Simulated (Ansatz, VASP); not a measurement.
CaB6: VASP beside Ansatz

```
Ca B
1.0
     3.97488    0.00000    0.00000
     0.00000    3.97488    0.00000
     0.00000    0.00000    3.97488
Ca B
1 6
Direct
  0.00000 0.00000 0.00000
  0.19961 0.50000 0.50000
  0.50000 0.19961 0.50000
  0.80039 0.50000 0.50000
  0.50000 0.80039 0.50000
  0.50000 0.50000 0.19961
  0.50000 0.50000 0.80039
```

Alike in both runs: functional PBE; k mesh 8 × 8 × 8; occupations gaussian, width 0.01 eV; no spin polarisation.

Ansatz relaxed the structure, and its values are those at the end. VASP's run is a single point on that final structure, the one shown.

|  | VASP | Ansatz |
| --- | --- | --- |
| version | VASP 6.6.1 | Ansatz 0.2.0 |
| potentials or method | VASP PAW PBE potentials, release 64 (Ca_sv, B), cutoff 520 eV | scalar-relativistic, plane waves, PAW |
| valence electrons in the cell | 28 | 28 |

|  | VASP | Ansatz | Ansatz less VASP |
| --- | --- | --- | --- |
| gap on the k mesh at the Fermi level (eV) | 0.14 | 0.14 | -0.003 |
| least direct gap on the mesh (eV) | 0.14 | 0.14 | -0.003 |
| pressure (GPa) | 24.1 | 23.8 | -0.25 |
| rms of the force components (eV/Å) | 0.014 | 0.000 | -0.0144 |

With one functional, cell and mesh, what is left measures potentials, basis and numerics. Ansatz's warnings: stress scf threshold loose.
